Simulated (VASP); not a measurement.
# Rb (Fm-3m) in VASP: further runs

Rb is run at these levels: PBE; tasks: single point.

Everything below comes from runs of VASP 6.6.1. Logs are shortened: lines on timing, memory, paths and dates and some standing lists are left out, and cuts for length are marked.

**1. The cell of the first run**

Symmetry: Fm-3m, No. 225, cubic system. The conventional cell has a = 5.394 Å, b = 5.394 Å, c = 5.394 Å, α = 90.00°, β = 90.00°, γ = 90.00°. Within 5.0 Å of Rb (site symmetry m-3m) lie 12 Rb at 3.81 Å.

**2. Single point, PBE (volume scaled by 0.43)**

INCAR

```
ALGO = Normal
EDIFF = 1E-6
ENCUT = 520
GGA = PE
ISIF = 2
ISMEAR = -1
LASPH = True
LCHARG = False
LREAL = False
LWAVE = False
NBANDS = 10
NELM = 60
PREC = Accurate
SIGMA = 0.08
```

KPOINTS

```
k-points
0
Gamma
  10 10 10
```

POSCAR

```
Rb
1.0
    0.0000000000      2.6968520697      2.6968520697
    2.6968520697      0.0000000000      2.6968520697
    2.6968520697      2.6968520697      0.0000000000
Rb
1
Direct
    0.0000000000      0.0000000000      0.0000000000
```

Potentials or basis: VASP PAW PBE potentials, release 64 (Rb_sv).

Started as:

```sh
> cat potpaw_PBE.64/Rb_sv/POTCAR > POTCAR
> mpirun -np 1 vasp_std > vasp.out
```

OUTCAR:

```text
EDIFF = 1E-6
   ENCUT = 520
   GGA = PE
   ISIF = 2
   ISMEAR = -1
   LASPH = True
   LREAL = False
   NELM = 60
   PREC = Accurate

 ion  position               nearest neighbor table
   1  0.000  0.000  0.000-

  LATTYP: Found a face centered cubic cell.
 ALAT       =     5.3937041394

  Lattice vectors:

 A1 = (   0.0000000000,   2.6968520697,   2.6968520697)
 A2 = (   2.6968520697,   0.0000000000,   2.6968520697)
 A3 = (   2.6968520697,   2.6968520697,   0.0000000000)

Analysis of symmetry for initial positions (statically):
=====================================================================
 Subroutine PRICEL returns:
 Original cell was already a primitive cell.

 Routine SETGRP: Setting up the symmetry group for a
 face centered cubic supercell.

 Subroutine GETGRP returns: Found 48 space group operations
 (whereof 48 operations were pure point group operations)
 out of a pool of 48 trial point group operations.

The static configuration has the point symmetry O_h .

Analysis of symmetry for dynamics (positions and initial velocities):
=====================================================================
 Subroutine PRICEL returns:
 Original cell was already a primitive cell.

 Routine SETGRP: Setting up the symmetry group for a
 face centered cubic supercell.

 Subroutine GETGRP returns: Found 48 space group operations
 (whereof 48 operations were pure point group operations)
 out of a pool of 48 trial point group operations.

The dynamic configuration has the point symmetry O_h .

 Subroutine INISYM returns: Found 48 space group operations
 (whereof 48 operations are pure point group operations),
 and found     1 'primitive' translations

----------------------------------------------------------------------------------------

                                     Primitive cell

  volume of cell :      39.2285

  direct lattice vectors                    reciprocal lattice vectors
     0.000000000  2.696852070  2.696852070    -0.185401345  0.185401345  0.185401345
     2.696852070  0.000000000  2.696852070     0.185401345 -0.185401345  0.185401345
     2.696852070  2.696852070  0.000000000     0.185401345  0.185401345 -0.185401345

  length of vectors
     3.813924773  3.813924773  3.813924773     0.321124549  0.321124549  0.321124549

  position of ions in fractional coordinates (direct lattice)
     0.000000000  0.000000000  0.000000000

  ion indices of the primitive-cell ions
   primitive index   ion index
                 1           1

----------------------------------------------------------------------------------------

 KPOINTS: k-points

Automatic generation of k-mesh.
 Grid dimensions read from file:
 generate k-points for:   10   10   10

 Generating k-lattice:

  Cartesian coordinates                     Fractional coordinates (reciprocal lattice)
    -0.018540134  0.018540134  0.018540134     0.100000000  0.000000000  0.000000000
     0.018540134 -0.018540134  0.018540134     0.000000000  0.100000000  0.000000000
     0.018540134  0.018540134 -0.018540134     0.000000000  0.000000000  0.100000000

  Length of vectors
     0.032112455  0.032112455  0.032112455

  Shift w.r.t. Gamma in fractional coordinates (k-lattice)
     0.000000000  0.000000000  0.000000000

 Subroutine IBZKPT returns following result:
 ===========================================

 Found     47 irreducible k-points:

 Following reciprocal coordinates:
            Coordinates               Weight
  0.000000  0.000000  0.000000      1.000000
  0.100000  0.000000  0.000000      8.000000
  0.200000  0.000000  0.000000      8.000000
  0.300000  0.000000  0.000000      8.000000
  0.400000  0.000000  0.000000      8.000000
  0.500000  0.000000  0.000000      4.000000
[... 16 lines left out ...]
  0.300000  0.300000  0.000000      6.000000
  0.400000  0.300000  0.000000     24.000000
 [... further k-points ...]
   k-points           NKPTS =     47   k-points in BZ     NKDIM =     47   number of bands    NBANDS=     10
   number of dos      NEDOS =    301   number of ions     NIONS =      1
   total plane-waves  NPLWV =  21952
   dimension x,y,z NGX =    28 NGY =   28 NGZ =   28
   dimension x,y,z NGXF=    56 NGYF=   56 NGZF=   56
   ions per type =               1
   NGX,Y,Z   is equivalent  to a cutoff of  12.20, 12.20, 12.20 a.u.
   NGXF,Y,Z  is equivalent  to a cutoff of  24.41, 24.41, 24.41 a.u.
 SYSTEM =  unknown system
   PREC   = accura    normal or accurate (medium, high low for compatibility)
   ISTART =      0    job   : 0-new  1-cont  2-samecut
   ICHARG =      2    charge: 1-file 2-atom 10-const
   ISPIN  =      1    spin polarized calculation?
   LNONCOLLINEAR =      F non collinear calculations
   LSORBIT =      F    spin-orbit coupling
   LASPH  =      T    aspherical Exc in radial PAW
   ENCUT  =  520.0 eV  38.22 Ry    6.18 a.u.   7.09  7.09  7.09*2*pi/ulx,y,z
   NELM   =     60;   NELMIN=  2; NELMDL= -5     # of ELM steps
   EDIFF  = 0.1E-05   stopping-criterion for ELM
   LREAL  =      F    real-space projection
   EDIFFG = 0.1E-04   stopping-criterion for IOM
   NSW    =      0    number of steps for IOM
   IBRION =     -1    ionic relax: 0-MD 1-quasi-New 2-CG
   NFREE  =      0    steps in history (QN), initial steepest desc. (CG)
   ISIF   =      2    stress and relaxation
   ISYM   =      2    0-nonsym 1-usesym 2-fastsym
   POTIM  = 0.5000    time-step for ionic-motion
   TEBEG  =    0.0;   TEEND  =   0.0 temperature during run
   PSTRESS=    0.0 pullay stress
   NELECT =       9.0000    total number of electrons
   NUPDOWN=      -1.0000    fix difference up-down
   EMIN   =  10.00;   EMAX   =-10.00  energy-range for DOS
   EFERMI =   0.00;   METHOD = LEGACY
   ISMEAR =    -1;   SIGMA  =   0.08  broadening in eV -4-tet -1-fermi 0-gaus
   EFERMI_NEDOS =   21; number of points for ismear=-14 and -15
   IALGO  =     38    algorithm
   IMIX   =      4    mixing-type and parameters
     AMIX     =   0.40;   BMIX     =  1.00
     AMIX_MAG =   1.60;   BMIX_MAG =  1.00
  volume/ion in A,a.u.               =      39.23       264.73
  Fermi-wavevector in a.u.,A,eV,Ry     =   1.002202  1.893887 13.665809  1.004409
  Thomas-Fermi vector in A             =   2.134674
   LORBIT       =      0    0 simple, 1 ext, 2 COOP (PROOUT), +10 PAW based schemes
   GGA     = PE    functional components
   LHFCALC =     F    Hartree Fock is set to
   AEXX    =    0.0000 exact exchange contribution
   IVDW    =     0    specifies the selected vdW correction
   LEPSILON=     F    determine dielectric tensor
   LRPA    =     F    only Hartree local field effects (RPA)
 non-spin polarized calculation
  energy-cutoff  :      520.00
  volume of cell :       39.23
 maximum number of plane-waves:      1073
   NGX = 15   NGY = 15   NGZ = 15

 number of electron       9.0000000 magnetization

 Free energy of the ion-electron system (eV)
  ---------------------------------------------------
  ext. energy  EPLUGINS =         0.00000000
  ---------------------------------------------------
  free energy    TOTEN  =        -0.07902290 eV

  energy without entropy =       -0.05723800  energy(sigma->0) =       -0.06813045

 E-fermi :   2.9892     XC(G=0):  -8.0034

 val. band max:        2.9075742088   @ k =   0.5000   0.1000   0.0000
 cond. band min:       3.0510264611   @ k =  -0.4000   0.4000   0.0000
 fundamental gap:      0.1434522523
 Fermi energy:         2.9892445749

 k-point     1 :       0.0000    0.0000    0.0000
  band No.  band energies     occupation
      1     -26.1541      2.00000
      2      -9.7062      2.00000
      3      -9.7062      2.00000
      4      -9.7062      2.00000
      5      -0.0372      2.00000
      6       7.0300      0.00000
      7       7.0300      0.00000
      8       7.0300      0.00000
      9       9.5846      0.00000
     10       9.5846      0.00000

 k-point     2 :       0.1000    0.0000    0.0000
  band No.  band energies     occupation
      1     -26.1405      2.00000
      2      -9.8376      2.00000
      3      -9.7199      2.00000
      4      -9.7199      2.00000
      5       0.2388      2.00000
      6       6.6068      0.00000
      7       7.1490      0.00000
      8       7.1490      0.00000
      9       9.3264      0.00000
     10       9.3264      0.00000

 k-point     3 :       0.2000    0.0000    0.0000
  band No.  band energies     occupation
      1     -26.1047      2.00000
      2     -10.1608      2.00000
      3      -9.7553      2.00000
      4      -9.7553      2.00000
      5       0.9595      2.00000
      6       5.8599      0.00000
      7       7.2873      0.00000
      8       7.2873      0.00000
      9       9.1239      0.00000
     10       9.1239      0.00000

 k-point     4 :       0.3000    0.0000    0.0000
  band No.  band energies     occupation
      1     -26.0599      2.00000
      2     -10.5265      2.00000
      3      -9.7984      2.00000
      4      -9.7984      2.00000
      5       1.8383      2.00000
      6       5.3148      0.00000
      7       7.0666      0.00000
      8       7.0666      0.00000
      9       9.7127      0.00000
     10       9.7127      0.00000

 k-point     5 :       0.4000    0.0000    0.0000
  band No.  band energies     occupation
      1     -26.0231      2.00000
      2     -10.8008      2.00000
      3      -9.8326      2.00000
      4      -9.8326      2.00000
      5       2.4821      1.99648
      6       5.1528      0.00000
      7       6.7682      0.00000
      8       6.7682      0.00000
      9      10.8062      0.00000
     10      10.8122      0.00000

 k-point     6 :       0.5000    0.0000    0.0000
  band No.  band energies     occupation
      1     -26.0089      2.00000
      2     -10.9013      2.00000
      3      -9.8456      2.00000
      4      -9.8456      2.00000
      5       2.6823      1.95779
      6       5.1865      0.00000
      7       6.6506      0.00000
      8       6.6506      0.00000
      9      11.1029      0.00000
     10      11.5161      0.00000

 k-point     7 :       0.1000    0.1000    0.0000
  band No.  band energies     occupation
      1     -26.1360      2.00000
      2      -9.8368      2.00000
      3      -9.7463      2.00000
      4      -9.7463      2.00000
      5       0.3295      2.00000
      6       6.4545      0.00000
      7       7.2242      0.00000
      8       7.2242      0.00000
      9       8.7132      0.00000
     10       9.7271      0.00000

 k-point     8 :       0.2000    0.1000    0.0000
  band No.  band energies     occupation
      1     -26.1076      2.00000
      2     -10.0766      2.00000
      3      -9.7919      2.00000
      4      -9.7742      2.00000
      5       0.9011      2.00000
      6       5.8681      0.00000
      7       7.2725      0.00000
      8       7.4294      0.00000
      9       8.2497      0.00000
     10       9.7668      0.00000

 k-point     9 :       0.3000    0.1000    0.0000
  band No.  band energies     occupation
      1     -26.0658      2.00000
      2     -10.4136      2.00000
      3      -9.8385      2.00000
      4      -9.8198      2.00000
      5       1.7471      2.00000
      6       5.3229      0.00000
      7       6.7568      0.00000
      8       7.3809      0.00000
      9       8.8629      0.00000
     10      10.1739      0.00000
[... 118 lines left out ...]
 k-point    19 :       0.5000    0.2000    0.0000
  band No.  band energies     occupation
      1     -25.9929      2.00000
      2     -10.7403      2.00000
      3     -10.0958      2.00000
      4      -9.9390      2.00000
      5       3.3157      0.03324
      6       4.4826      0.00000
      7       5.8648      0.00000
      8       7.5648      0.00000
      9      10.4435      0.00000
     10      11.6400      0.00000

 k-point    20 :      -0.4000    0.2000    0.0000
  band No.  band energies     occupation
      1     -25.9899      2.00000
      2     -10.7445      2.00000
      3     -10.1589      2.00000
      4      -9.9042      2.00000
      5       3.5711      0.00139
      6       4.4257      0.00000
      7       5.8471      0.00000
      8       7.4105      0.00000
      9      10.6128      0.00000
     10      11.0637      0.00000

 k-point    21 :      -0.3000    0.2000    0.0000
  band No.  band energies     occupation
      1     -26.0097      2.00000
      2     -10.6321      2.00000
      3     -10.1466      2.00000
      4      -9.8477      2.00000
      5       3.1285      0.29852
      6       4.9334      0.00000
      7       5.5648      0.00000
      8       7.4733      0.00000
      9       9.3250      0.00000
     10      12.0705      0.00000

 k-point    22 :      -0.2000    0.2000    0.0000
  band No.  band energies     occupation
      1     -26.0445      2.00000
      2     -10.4661      2.00000
      3     -10.0346      2.00000
      4      -9.7905      2.00000
      5       2.2828      1.99971
      6       5.2919      0.00000
      7       5.9969      0.00000
      8       7.7191      0.00000
      9       8.3541      0.00000
     10      11.1659      0.00000

 k-point    23 :       0.3000    0.3000    0.0000
  band No.  band energies     occupation
      1     -26.0291      2.00000
      2     -10.4784      2.00000
      3      -9.9738      2.00000
      4      -9.9738      2.00000
      5       2.2474      1.99981
      6       4.5965      0.00000
      7       6.1348      0.00000
      8       8.7614      0.00000
      9       8.7614      0.00000
     10      10.7224      0.00000

 k-point    24 :       0.4000    0.3000    0.0000
  band No.  band energies     occupation
      1     -26.0002      2.00000
      2     -10.6192      2.00000
      3     -10.0592      2.00000
      4     -10.0170      2.00000
      5       2.6428      1.97402
      6       4.3714      0.00000
      7       5.9427      0.00000
      8       8.9508      0.00000
      9       9.5745      0.00000
     10      11.3536      0.00000

 [... further k-points ...]
[... 5 lines left out ...]
  --------------------------------------------------------------------------------------
  -------------------------------------------------------------------------------------
  Total        2.3084603      2.3084603      2.3084603      0.0000000      0.0000000      0.0000000
  in kB       94.2826168     94.2826168     94.2826168      0.0000000      0.0000000      0.0000000
  external PRESSURE =      94.2826168 kB  Pullay stress =       0.0000000 kB

 VOLUME and BASIS-vectors are now :
 -----------------------------------------------------------------------------
  energy-cutoff  :      520.00
  volume of cell :       39.23
      direct lattice vectors                 reciprocal lattice vectors
     0.000000000  2.696852070  2.696852070    -0.185401345  0.185401345  0.185401345
     2.696852070  0.000000000  2.696852070     0.185401345 -0.185401345  0.185401345
     2.696852070  2.696852070  0.000000000     0.185401345  0.185401345 -0.185401345

 POSITION                                       TOTAL-FORCE (eV/Angst)
 -----------------------------------------------------------------------------------
      0.00000      0.00000      0.00000         0.000000     -0.000000      0.000000
 -----------------------------------------------------------------------------------
    total drift:                                0.000000     -0.000000     -0.000000

  FREE ENERGIE OF THE ION-ELECTRON SYSTEM (eV)
  ---------------------------------------------------
  free  energy   TOTEN  =        -0.0790228994 eV

  energy  without entropy=       -0.0572379968  energy(sigma->0) =       -0.06813045
```

Wall time 21 s (1 thread of Intel Xeon 6975P-C, shared host); peak memory 0.16 GiB.

What came out:

| Property | Result |
| --- | --- |
| Free energy | -0.0790 eV |
| Pressure | 9.4 GPa |

Levels at points of the mesh, in eV from the Fermi level:
```
           k point  band 2  band 3  band 4  band 5  band 6  band 7  band 8  band 9
(0.00, 0.00, 0.00)  -12.70  -12.70  -12.70   -3.03    4.04    4.04    4.04    6.60
(0.50, 0.00, 0.00)  -13.89  -12.83  -12.83   -0.31    2.20    3.66    3.66    8.11
(0.50, 0.50, 0.00)  -13.79  -13.10  -13.10   -0.50    0.89    3.86    8.42    8.42
```

**3. Single point, PBE (volume scaled by 0.5)**

INCAR

```
SYSTEM = Rb
PREC = Accurate ; ENCUT = 520
EDIFF = 1E-6 ; ISMEAR = -1
SIGMA = 0.08 ; LREAL = .False.
LASPH = .True. ; NELM = 100
ALGO = Normal ; ISIF = 2
LWAVE = .False. ; LCHARG = .True.
GGA = PE ; LELF = .True.
LVHAR = .True. ; NBANDS = 10
```

KPOINTS

```
regular mesh
0
Gamma
  10 10 10
  0 0 0
```

POSCAR

```
Rb
1.0
    0.0000000000      2.8359004032      2.8359004032
    2.8359004032      0.0000000000      2.8359004032
    2.8359004032      2.8359004032      0.0000000000
Rb
1
Direct
    0.0000000000      0.0000000000      0.0000000000
```

Potentials or basis: VASP PAW PBE potentials, release 64 (Rb_sv).

Started as:

```sh
> cat potpaw_PBE.64/Rb_sv/POTCAR > POTCAR
> mpirun -np 1 vasp_std > vasp.out
```

It took 36 s on 1 thread of Intel Xeon 6975P-C, shared host; peak memory 0.17 GiB.

It converged, with:

```yaml
Free_energy: -0.3882 eV
Pressure: 6.4 GPa
```

Levels at points of the mesh, in eV from the Fermi level:
| k point | band 1 | band 2 | band 3 | band 4 | band 5 | band 6 | band 7 | band 8 | band 9 | band 10 |
| --- | --- | --- | --- | --- | --- | --- | --- | --- | --- | --- |
| (0.00, 0.00, 0.00) | -28.96 | -12.71 | -12.71 | -12.71 | -2.91 | 4.01 | 4.01 | 4.01 | 6.27 | 6.27 |
| (0.50, 0.00, 0.00) | -28.88 | -13.52 | -12.81 | -12.81 | -0.19 | 1.69 | 3.67 | 3.67 | 7.62 | 7.95 |
| (0.50, 0.50, 0.00) | -28.85 | -13.46 | -12.99 | -12.99 | -0.18 | 1.17 | 3.12 | 7.49 | 7.49 | 8.00 |

**4. Single point, PBE (volume scaled by 0.5)**

INCAR

```
ALGO     = Normal         # electronic algorithm
EDIFF    = 1E-6           # SCF threshold, eV
ENCUT    = 520            # plane-wave cutoff, eV
GGA      = PE             # functional
ISIF     = 2              # what is computed and relaxed
ISMEAR   = -1             # smearing method
LASPH    = True           # aspherical terms in the spheres
LCHARG   = True           # write CHGCAR
LELF     = True           # ELF
LREAL    = False          # projectors in reciprocal space
LVHAR    = True         
LWAVE    = False          # write WAVECAR
NBANDS   = 10             # bands
NELM     = 60             # most SCF steps
PREC     = Accurate       # precision mode
SIGMA    = 0.08           # smearing width, eV
```

KPOINTS

```
k-points
0
Gamma
  10 10 10
```

POSCAR is that of step 3.

Started as:

```sh
> cat potpaw_PBE.64/Rb_sv/POTCAR > POTCAR
> mpirun -np 1 vasp_std > vasp.out
```

It took 42 s on 1 thread of Intel Xeon 6975P-C, shared host; peak memory 0.17 GiB.

Results (log left out):

```
Free energy : -0.3882 eV
Pressure    : 6.4 GPa
```

Levels at points of the mesh, in eV from the Fermi level:
| k point | band 2 | band 3 | band 4 | band 5 | band 6 | band 7 | band 8 | band 9 |
| --- | --- | --- | --- | --- | --- | --- | --- | --- |
| (0.00, 0.00, 0.00) | -12.71 | -12.71 | -12.71 | -2.91 | 4.01 | 4.01 | 4.01 | 6.27 |
| (0.50, 0.00, 0.00) | -13.52 | -12.81 | -12.81 | -0.19 | 1.69 | 3.67 | 3.67 | 7.62 |
| (0.50, 0.50, 0.00) | -13.46 | -12.99 | -12.99 | -0.18 | 1.17 | 3.12 | 7.49 | 7.49 |
